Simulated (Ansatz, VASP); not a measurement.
Zr2NbTe4 in VASP and in Ansatz

```xyz
7
Lattice="7.5910 -1.9168 0.0040 7.5910 1.9168 0.0040 -3.2149 0.0000 6.3462" Properties=species:S:1:pos:R:3 pbc="T T T"
Zr    9.1025    0.0000    4.5037
Zr    2.8646    0.0000    1.8506
Nb    0.0000    0.0000    0.0000
Te    0.1624    0.0000    2.8067
Te   11.8047    0.0000    3.5476
Te    5.5027    0.0000    0.3100
Te    6.4643    0.0000    6.0444
```

Alike in both runs: functional PBE; k mesh 4 × 4 × 3; occupations gaussian, width 0.2 eV; no spin polarisation.

Ansatz relaxed the structure, and its values are those at the end. VASP's run is a single point on that final structure, the one shown.

|  | VASP | Ansatz |
| --- | --- | --- |
| version | VASP 6.6.1 | Ansatz 0.2.0 |
| potentials or method | VASP PAW PBE potentials, release 64 (Zr_sv, Nb_sv, Te), cutoff 500 eV | scalar-relativistic, plane waves, PAW |
| valence electrons in the cell | 61 | 101 |

```csv
,VASP,Ansatz,Ansatz less VASP
gap on the k mesh at the Fermi level (eV),none,none,-
pressure (GPa),0.1,0.1,+0.04
rms of the force components (eV/Å),0.030,0.029,-0.0005
```

A gap of «none» marks a metal or a gap that the smearing closes. VASP's potentials hold 61 valence electrons a cell and Ansatz's 101, so a difference there can come from the potentials and not from the codes.

The k mesh is coarse, so the values compare programs but aren't converged. Spin-orbit coupling is off throughout.
